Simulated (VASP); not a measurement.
# Pb (Im-3m) in VASP: a series of runs, part 2 of 2

VASP 6.6.1.

## 3. Single point, BLYP

INCAR

```
SYSTEM = Pb
AGGAC    = 1.0          
AGGAX    = 1.0          
ALDAC    = 0.0          
ALDAX    = 1.0          
ALGO     = Normal         ! electronic algorithm
EDIFF    = 1E-6           ! SCF threshold, eV
ENCUT    = 500            ! plane-wave cutoff, eV
GGA      = B5             ! functional
GGA_COMPAT= .FALSE.      
ISIF     = 2              ! what is computed and relaxed
ISMEAR   = -1             ! smearing method
LASPH    = .TRUE.         ! aspherical terms in the spheres
LCHARG   = .FALSE.        ! write CHGCAR
LREAL    = .FALSE.        ! projectors in reciprocal space
LWAVE    = .FALSE.        ! write WAVECAR
NBANDS   = 13             ! bands
NELM     = 120            ! most SCF steps
PREC     = Accurate       ! precision mode
SIGMA    = 0.15           ! smearing width, eV
```

KPOINTS

```
k-points
0
G
  8 8 8
  0 0 0
```

POSCAR

```
Pb
1.0
   -1.9796595650      1.9796595650      1.9796595650
    1.9796595650     -1.9796595650      1.9796595650
    1.9796595650      1.9796595650     -1.9796595650
Pb
1
Direct
    0.0000000000      0.0000000000      0.0000000000
```

Potentials or basis: VASP PAW PBE potentials, release 64 (Pb_d).

Launch:

```console
> cat potpaw_PBE.64/Pb_d/POTCAR > POTCAR
> mpirun -np 1 vasp_std > vasp.out
```

OUTCAR:

```text
SYSTEM = Pb
   EDIFF = 1E-6
   ENCUT = 500
   GGA = B5
   ISIF = 2
   ISMEAR = -1
   LASPH = .TRUE.
   LREAL = .FALSE.
   NELM = 120
   PREC = Accurate

 ion  position               nearest neighbor table
   1  0.000  0.000  0.000-

  LATTYP: Found a body centered cubic cell.
 ALAT       =     3.9593191300

  Lattice vectors:

 A1 = (  -1.9796595650,   1.9796595650,   1.9796595650)
 A2 = (   1.9796595650,  -1.9796595650,   1.9796595650)
 A3 = (   1.9796595650,   1.9796595650,  -1.9796595650)

Analysis of symmetry for initial positions (statically):
=====================================================================
 Subroutine PRICEL returns:
 Original cell was already a primitive cell.

 Routine SETGRP: Setting up the symmetry group for a
 body centered cubic supercell.

 Subroutine GETGRP returns: Found 48 space group operations
 (whereof 48 operations were pure point group operations)
 out of a pool of 48 trial point group operations.

The static configuration has the point symmetry O_h .

Analysis of symmetry for dynamics (positions and initial velocities):
=====================================================================
 Subroutine PRICEL returns:
 Original cell was already a primitive cell.

 Routine SETGRP: Setting up the symmetry group for a
 body centered cubic supercell.

 Subroutine GETGRP returns: Found 48 space group operations
 (whereof 48 operations were pure point group operations)
 out of a pool of 48 trial point group operations.

The dynamic configuration has the point symmetry O_h .

 Subroutine INISYM returns: Found 48 space group operations
 (whereof 48 operations are pure point group operations),
 and found     1 'primitive' translations

----------------------------------------------------------------------------------------

                                     Primitive cell

  volume of cell :      31.0336

  direct lattice vectors                    reciprocal lattice vectors
    -1.979659565  1.979659565  1.979659565     0.000000000  0.252568678  0.252568678
     1.979659565 -1.979659565  1.979659565     0.252568678  0.000000000  0.252568678
     1.979659565  1.979659565 -1.979659565     0.252568678  0.252568678  0.000000000

  length of vectors
     3.428870948  3.428870948  3.428870948     0.357186050  0.357186050  0.357186050

  position of ions in fractional coordinates (direct lattice)
     0.000000000  0.000000000  0.000000000

  ion indices of the primitive-cell ions
   primitive index   ion index
                 1           1

----------------------------------------------------------------------------------------

 KPOINTS: k-points

Automatic generation of k-mesh.
 Grid dimensions read from file:
 generate k-points for:    8    8    8

 Generating k-lattice:

  Cartesian coordinates                     Fractional coordinates (reciprocal lattice)
     0.000000000  0.031571085  0.031571085     0.125000000  0.000000000  0.000000000
     0.031571085  0.000000000  0.031571085     0.000000000  0.125000000  0.000000000
     0.031571085  0.031571085  0.000000000     0.000000000  0.000000000  0.125000000

  Length of vectors
     0.044648256  0.044648256  0.044648256

  Shift w.r.t. Gamma in fractional coordinates (k-lattice)
     0.000000000  0.000000000  0.000000000

 Subroutine IBZKPT returns following result:
 ===========================================

 Found     29 irreducible k-points:

 Following reciprocal coordinates:
            Coordinates               Weight
  0.000000  0.000000  0.000000      1.000000
  0.125000  0.000000  0.000000     12.000000
  0.250000  0.000000  0.000000     12.000000
  0.375000  0.000000  0.000000     12.000000
  0.500000  0.000000  0.000000      6.000000
  0.125000  0.125000  0.000000     24.000000
[... 16 lines left out ...]
 -0.250000  0.250000  0.250000      6.000000
 -0.375000  0.375000  0.250000     24.000000
 [... further k-points ...]
   k-points           NKPTS =     29   k-points in BZ     NKDIM =     29   number of bands    NBANDS=     13
   number of dos      NEDOS =    301   number of ions     NIONS =      1
   total plane-waves  NPLWV =  21952
   dimension x,y,z NGX =    28 NGY =   28 NGZ =   28
   dimension x,y,z NGXF=    56 NGYF=   56 NGZF=   56
   ions per type =               1
   NGX,Y,Z   is equivalent  to a cutoff of  13.58, 13.58, 13.58 a.u.
   NGXF,Y,Z  is equivalent  to a cutoff of  27.15, 27.15, 27.15 a.u.
 SYSTEM =  Pb
   PREC   = accura    normal or accurate (medium, high low for compatibility)
   ISTART =      0    job   : 0-new  1-cont  2-samecut
   ICHARG =      2    charge: 1-file 2-atom 10-const
   ISPIN  =      1    spin polarized calculation?
   LNONCOLLINEAR =      F non collinear calculations
   LSORBIT =      F    spin-orbit coupling
   LASPH  =      T    aspherical Exc in radial PAW
   ENCUT  =  500.0 eV  36.75 Ry    6.06 a.u.   6.25  6.25  6.25*2*pi/ulx,y,z
   NELM   =    120;   NELMIN=  2; NELMDL= -5     # of ELM steps
   EDIFF  = 0.1E-05   stopping-criterion for ELM
   LREAL  =      F    real-space projection
   EDIFFG = 0.1E-04   stopping-criterion for IOM
   NSW    =      0    number of steps for IOM
   IBRION =     -1    ionic relax: 0-MD 1-quasi-New 2-CG
   NFREE  =      0    steps in history (QN), initial steepest desc. (CG)
   ISIF   =      2    stress and relaxation
   ISYM   =      2    0-nonsym 1-usesym 2-fastsym
   POTIM  = 0.5000    time-step for ionic-motion
   TEBEG  =    0.0;   TEEND  =   0.0 temperature during run
   PSTRESS=    0.0 pullay stress
   NELECT =      14.0000    total number of electrons
   NUPDOWN=      -1.0000    fix difference up-down
   EMIN   =  10.00;   EMAX   =-10.00  energy-range for DOS
   EFERMI =   0.00;   METHOD = LEGACY
   ISMEAR =    -1;   SIGMA  =   0.15  broadening in eV -4-tet -1-fermi 0-gaus
   EFERMI_NEDOS =   21; number of points for ismear=-14 and -15
   IALGO  =     38    algorithm
   IMIX   =      4    mixing-type and parameters
     AMIX     =   0.40;   BMIX     =  1.00
     AMIX_MAG =   1.60;   BMIX_MAG =  1.00
  volume/ion in A,a.u.               =      31.03       209.42
  Fermi-wavevector in a.u.,A,eV,Ry     =   1.255568  2.372680 21.448927  1.576452
  Thomas-Fermi vector in A             =   2.389319
   LORBIT       =      0    0 simple, 1 ext, 2 COOP (PROOUT), +10 PAW based schemes
   GGA     = B5    functional components
   LHFCALC =     F    Hartree Fock is set to
   AEXX    =    0.0000 exact exchange contribution
   IVDW    =     0    specifies the selected vdW correction
   LEPSILON=     F    determine dielectric tensor
   LRPA    =     F    only Hartree local field effects (RPA)
 non-spin polarized calculation
  energy-cutoff  :      500.00
  volume of cell :       31.03
 maximum number of plane-waves:       802
 NGX is ok and might be reduce to    28
   NGX = 13   NGY = 13   NGZ = 13

 number of electron      14.0000002 magnetization

 Free energy of the ion-electron system (eV)
  ---------------------------------------------------
  ext. energy  EPLUGINS =         0.00000000
  ---------------------------------------------------
  free energy    TOTEN  =        -2.81555454 eV

  energy without entropy =       -2.78400504  energy(sigma->0) =       -2.79977979

 E-fermi :   7.4560     XC(G=0):  -9.4898

 val. band max:        7.1354743401   @ k =   0.5000   0.5000   0.5000
 cond. band min:       7.5146027206   @ k =   0.5000   0.5000   0.3750
 fundamental gap:      0.3791283804
 Fermi energy:         7.4560065424

 k-point     1 :       0.0000    0.0000    0.0000
  band No.  band energies     occupation
      1      -9.5953      2.00000
      2      -9.5953      2.00000
      3      -9.5953      2.00000
      4      -9.3654      2.00000
      5      -9.3654      2.00000
      6      -4.1202      2.00000
      7      14.7319      0.00000
      8      14.7319      0.00000
      9      14.7319      0.00000
     10      18.8531      0.00000
     11      18.8531      0.00000
     12      18.8531      0.00000
     13      19.4345      0.00000
[... 353 lines left out ...]
 k-point    24 :      -0.3750    0.3750    0.2500
  band No.  band energies     occupation
      1      -9.5485      2.00000
      2      -9.4836      2.00000
      3      -9.4656      2.00000
      4      -9.3941      2.00000
      5      -9.3025      2.00000
      6      -0.4266      2.00000
      7       6.3720      1.99855
      8       8.9430      0.00010
      9       9.6824      0.00000
     10      14.1832      0.00000
     11      18.2958      0.00000
     12      20.5850      0.00000
     13      20.6291      0.00000

 [... further k-points ...]

------------------------ aborting loop because EDIFF is reached ----------------------------------------

  FORCE on cell =-STRESS in cart. coord.  units (eV):
  Direction    XX          YY          ZZ          XY          YZ          ZX
  --------------------------------------------------------------------------------------
  -------------------------------------------------------------------------------------
  Total        0.9477557      0.9477557      0.9477557     -0.0000000      0.0000000     -0.0000000
  in kB       48.9300258     48.9300258     48.9300258     -0.0000000      0.0000000     -0.0000000
  external PRESSURE =      48.9300258 kB  Pullay stress =       0.0000000 kB

 VOLUME and BASIS-vectors are now :
 -----------------------------------------------------------------------------
  energy-cutoff  :      500.00
  volume of cell :       31.03
      direct lattice vectors                 reciprocal lattice vectors
    -1.979659565  1.979659565  1.979659565     0.000000000  0.252568678  0.252568678
     1.979659565 -1.979659565  1.979659565     0.252568678  0.000000000  0.252568678
     1.979659565  1.979659565 -1.979659565     0.252568678  0.252568678  0.000000000

 POSITION                                       TOTAL-FORCE (eV/Angst)
 -----------------------------------------------------------------------------------
      0.00000      0.00000      0.00000        -0.000000      0.000000     -0.000000
 -----------------------------------------------------------------------------------
    total drift:                                0.000000     -0.000000      0.000000

  FREE ENERGIE OF THE ION-ELECTRON SYSTEM (eV)
  ---------------------------------------------------
  free  energy   TOTEN  =        -2.8155545387 eV

  energy  without entropy=       -2.7840050418  energy(sigma->0) =       -2.79977979
```

Run time: 18 s. Hardware: 1 thread of AMD EPYC 7R43 (Zen 3), shared host; peak memory 0.12 GiB.

What came out:

```
Free energy            : -2.8156 eV
Pressure               : 4.9 GPa
Band gap on the k mesh : zero (bands 7 and 8 overlap by 9.01 eV)
```

Caveat: the cell stands under pressure; the PAW data sets were made with another functional, which shifts forces and pressure a little; spin-orbit coupling is left out, which moves the levels of the heavy elements.

## 4. Single point, RPBE

INCAR

```
SYSTEM = Pb
PREC = Accurate ; ENCUT = 500
EDIFF = 1E-6 ; ISMEAR = -1
SIGMA = 0.15 ; LREAL = .False.
LASPH = .True. ; NELM = 120
ALGO = Normal ; ISIF = 2
LWAVE = .False. ; LCHARG = .False.
GGA = RP ; NBANDS = 13
GGA_COMPAT = .False.
```

KPOINTS

```
regular mesh
0
Gamma
  8 8 8
  0 0 0
```

POSCAR is that of step 3.

Launch:

```console
> cat potpaw_PBE.64/Pb_d/POTCAR > POTCAR
> mpirun -np 1 vasp_std > vasp.out
```

It took 10 s on 1 thread of AMD EPYC 7R43 (Zen 3), shared host; peak memory 0.12 GiB.

Results (log left out):

- Free energy: -3.1554 eV
- Pressure: 2.9 GPa
- Band gap on the k mesh: zero (bands 7 and 8 overlap by 9.33 eV)

Levels at points of the mesh, in eV from the Fermi level:
```csv
k point,band 4,band 5,band 6,band 7,band 8,band 9,band 10,band 11
"(0.00, 0.00, 0.00)",-16.89,-16.89,-11.53,7.53,7.53,7.53,11.11,11.11
"(0.50, 0.00, 0.00)",-16.90,-16.75,-7.80,-3.88,3.48,5.16,7.47,8.89
"(0.50, 0.50, 0.50)",-16.79,-16.79,-5.17,-0.27,-0.27,-0.27,4.58,4.58
```

Caveat: the PAW data sets were made with another functional, which shifts forces and pressure a little; spin-orbit coupling is left out, which moves the levels of the heavy elements.

## 5. Single point, r2SCAN

POSCAR is that of step 4.

INCAR.step1

```
SYSTEM = Pb
PREC = Accurate ; ENCUT = 550
ISMEAR = -1 ; SIGMA = 0.15
LREAL = .FALSE. ; LASPH = .TRUE.
NELM = 120 ; NBANDS = 13
GGA = PE ; ALGO = Normal
EDIFF = 1E-5 ; LWAVE = .TRUE.
LCHARG = .FALSE. ; GGA_COMPAT = .FALSE.
```

INCAR.step2

```
SYSTEM = Pb
PREC = Accurate ; ENCUT = 550
EDIFF = 1E-6 ; ISMEAR = -1
SIGMA = 0.15 ; LREAL = .FALSE.
LASPH = .TRUE. ; NELM = 120
ALGO = Normal ; ISIF = 2
LWAVE = .FALSE. ; LCHARG = .TRUE.
METAGGA = R2SCAN ; LMIXTAU = .TRUE.
LELF = .TRUE. ; LVHAR = .TRUE.
NBANDS = 13 ; ISTART = 1
GGA_COMPAT = .FALSE.
```

KPOINTS

```
regular mesh
0
G
  8 8 8
  0 0 0
```

Potentials or basis: VASP PAW PBE potentials, release 64 (Pb_d).

Launch:

```console
> cat potpaw_PBE.64/Pb_d/POTCAR > POTCAR
> cp INCAR.step1 INCAR
> mpirun -np 1 vasp_std > vasp.out
> cp INCAR.step2 INCAR
> mpirun -np 1 vasp_std > vasp.out
```

OUTCAR:

```text
SYSTEM = Pb
   PREC = Accurate
   ENCUT = 550
   EDIFF = 1E-6
   ISMEAR = -1
   LREAL = .FALSE.
   LASPH = .TRUE.
   NELM = 120
   ISIF = 2
   METAGGA = R2SCAN
   ISTART = 1

 ion  position               nearest neighbor table
   1  0.000  0.000  0.000-

  LATTYP: Found a body centered cubic cell.
 ALAT       =     3.9593191300

  Lattice vectors:

 A1 = (  -1.9796595650,   1.9796595650,   1.9796595650)
 A2 = (   1.9796595650,  -1.9796595650,   1.9796595650)
 A3 = (   1.9796595650,   1.9796595650,  -1.9796595650)

Analysis of symmetry for initial positions (statically):
=====================================================================
 Subroutine PRICEL returns:
 Original cell was already a primitive cell.

 Routine SETGRP: Setting up the symmetry group for a
 body centered cubic supercell.

 Subroutine GETGRP returns: Found 48 space group operations
 (whereof 48 operations were pure point group operations)
 out of a pool of 48 trial point group operations.

The static configuration has the point symmetry O_h .

[... 166 lines left out ...]
  band No.  band energies     occupation
      1     -10.7959      2.00000
      2     -10.7959      2.00000
      3     -10.7959      2.00000
      4     -10.5538      2.00000
      5     -10.5538      2.00000
      6      -5.1663      2.00000
      7      14.6916      0.00000
      8      14.6916      0.00000
      9      14.6916      0.00000
     10      18.8115      0.00000
     11      18.8115      0.00000
     12      18.8115      0.00000
     13      19.4333      0.00000
[... 354 lines left out ...]
  band No.  band energies     occupation
      1     -10.7477      2.00000
      2     -10.6796      2.00000
      3     -10.6593      2.00000
      4     -10.5840      2.00000
      5     -10.4867      2.00000
      6      -1.2201      2.00000
      7       5.7717      1.99885
      8       8.4575      0.00006
      9       9.2630      0.00000
     10      13.8348      0.00000
     11      18.2108      0.00000
     12      20.6108      0.00000
     13      20.6783      0.00000

 [... further k-points ...]

------------------------ aborting loop because EDIFF is reached ----------------------------------------

  FORCE on cell =-STRESS in cart. coord.  units (eV):
  Direction    XX          YY          ZZ          XY          YZ          ZX
  --------------------------------------------------------------------------------------
  -------------------------------------------------------------------------------------
  Total        0.0377974      0.0377974      0.0377974      0.0000000     -0.0000000      0.0000000
  in kB        1.9513763      1.9513763      1.9513763      0.0000000     -0.0000000      0.0000000
  external PRESSURE =       1.9513763 kB  Pullay stress =       0.0000000 kB

 VOLUME and BASIS-vectors are now :
 -----------------------------------------------------------------------------
  energy-cutoff  :      550.00
  volume of cell :       31.03
      direct lattice vectors                 reciprocal lattice vectors
    -1.979659565  1.979659565  1.979659565     0.000000000  0.252568678  0.252568678
     1.979659565 -1.979659565  1.979659565     0.252568678  0.000000000  0.252568678
     1.979659565  1.979659565 -1.979659565     0.252568678  0.252568678  0.000000000

 POSITION                                       TOTAL-FORCE (eV/Angst)
 -----------------------------------------------------------------------------------
      0.00000      0.00000      0.00000         0.000000     -0.000000      0.000000
 -----------------------------------------------------------------------------------
    total drift:                                0.000000     -0.000000      0.000000

  FREE ENERGIE OF THE ION-ELECTRON SYSTEM (eV)
  ---------------------------------------------------
  free  energy   TOTEN  =       -56.2734385264 eV

  energy  without entropy=      -56.2439497172  energy(sigma->0) =      -56.25869412
```

OSZICAR.step1:

```text
N       E                     dE             d eps       ncg     rms          rms(c)
DAV:   1     0.111353630578E+03    0.11135E+03   -0.72602E+03   759   0.128E+03
DAV:   2     0.184920226872E+01   -0.10950E+03   -0.10577E+03   779   0.316E+02
DAV:   3    -0.343898531437E+01   -0.52882E+01   -0.52574E+01   948   0.754E+01
DAV:   4    -0.355987251676E+01   -0.12089E+00   -0.12085E+00   900   0.119E+01
DAV:   5    -0.356532643592E+01   -0.54539E-02   -0.54538E-02  1078   0.234E+00    0.508E-01
DAV:   6    -0.355622932515E+01    0.90971E-02   -0.13036E-02   968   0.198E+00    0.253E-01
DAV:   7    -0.355411023523E+01    0.21191E-02   -0.56502E-03   972   0.121E+00    0.875E-02
DAV:   8    -0.355406734751E+01    0.42888E-04   -0.41420E-04   950   0.316E-01    0.961E-03
DAV:   9    -0.355406552574E+01    0.18218E-05   -0.73127E-06   612   0.493E-02
   1 F= -.35540655E+01 E0= -.35384929E+01  d E =-.311453E-01
```

Wall time 54 s (1 thread of AMD EPYC 7R43 (Zen 3), shared host); peak memory 0.13 GiB.

Results:

```yaml
Free_energy: -56.2734 eV
Pressure: 0.2 GPa
Band_gap_on_the_k_mesh: zero (bands 7 and 8 overlap by 9.66 eV)
```

Caveat: the PAW data sets were made with another functional, which shifts forces and pressure a little; spin-orbit coupling is left out, which moves the levels of the heavy elements.

## 6. Summary

```csv
level,cutoff (eV),gap on the mesh (eV),pressure (GPa)
PBE,500,none,1.3
BLYP,500,none,4.9
RPBE,500,none,2.9
r2SCAN,550,none,0.2
```

Alike in all rows: task single point; potentials or basis VASP PAW PBE potentials, release 64 (Pb_d); no spin polarisation; cell as given; k mesh 8 × 8 × 8; smearing fermi-dirac 0.15 eV.

The pressure there spans 0.2 GPa (r2SCAN) to 4.9 GPa (BLYP); a positive pressure means that this level wants a larger cell, a negative one a smaller.

Caveats: spin-orbit coupling is left out, which moves the levels of the heavy elements; the PAW data sets were made with another functional, which shifts forces and pressure a little (at least some runs); the cell stands under pressure (at least some runs).

Absolute energies hang on the potentials; compare differences alone.
